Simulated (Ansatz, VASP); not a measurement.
One calculation of TaN, two programs

```
Ta N
1.0
     5.18500    0.00000    0.00000
    -2.59250    4.49034    0.00000
     0.00000    0.00000    2.90800
Ta N
3 3
Direct
  0.00000 0.00000 0.00000
  0.33333 0.66667 0.50000
  0.66667 0.33333 0.50000
  0.50000 0.00000 0.00000
  0.50000 0.50000 0.00000
  0.00000 0.50000 0.00000
```

Alike in both runs: functional PBE; k mesh 6 × 6 × 10; occupations fermi-dirac, width 0.02 eV; collinear spin.

Ansatz relaxed the structure, and its values are those at the end. VASP's run is a single point on that final structure, the one shown.

|  | VASP | Ansatz |
| --- | --- | --- |
| version | VASP 6.6.1 | Ansatz 0.2.0 |
| potentials or method | VASP PAW PBE potentials, release 64 (Ta_pv, N) | plane-wave PAW, scalar-relativistic |
| plane-wave cutoff (eV) | 520 | 420 |
| valence electrons in the cell | 48 | 54 |

```csv
,VASP,Ansatz,Ansatz less VASP
pressure (GPa),11.1,10.3,-0.85
net moment per atom (μB),0.00,0.00,0.000
```

VASP's potentials hold 48 valence electrons a cell and Ansatz's 54, so a difference there can come from the potentials and not from the codes. Ansatz's warnings: seeded moment not kept, stress scf threshold loose.

Neither program's run includes spin-orbit coupling.
